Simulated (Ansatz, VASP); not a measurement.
# Ni in VASP and in Ansatz

```
CELL_PARAMETERS angstrom
0.00000 1.71365 1.71365
1.71365 0.00000 1.71365
1.71365 1.71365 0.00000
ATOMIC_POSITIONS crystal
Ni 0.00000 0.00000 0.00000
```

Alike in both runs: functional LDA; k mesh 10 × 10 × 10; occupations gaussian, width 0.1 eV; collinear spin.

Ansatz relaxed the structure, and its values are those at the end. VASP's run is a single point on that final structure, the one shown.

```csv
,VASP,Ansatz
version,VASP 6.6.1,Ansatz 0.2.0
potentials or method,"VASP PAW LDA potentials, release 64 (Ni), cutoff 600 eV","scalar-relativistic, plane waves, PAW"
valence electrons in the cell,10,18
```

|  | VASP | Ansatz | Ansatz less VASP |
| --- | --- | --- | --- |
| gap on the k mesh at the Fermi level (eV) | none | none | - |
| pressure (GPa) | -0.6 | -0.2 | +0.41 |
| net moment per atom (μB) | 0.65 | 0.69 | +0.036 |
| size of the moment on the site where the two differ most (μB) | 0.65 | 0.71 | +0.062 |

LDA's correlation is that of Perdew and Zunger in VASP and of Perdew and Wang (1992) in Ansatz. Site moments also hang on the region over which each program counts them. A gap of «none» marks a metal or a gap that the smearing closes. VASP's potentials hold 10 valence electrons a cell and Ansatz's 18, so a difference there can come from the potentials and not from the codes.
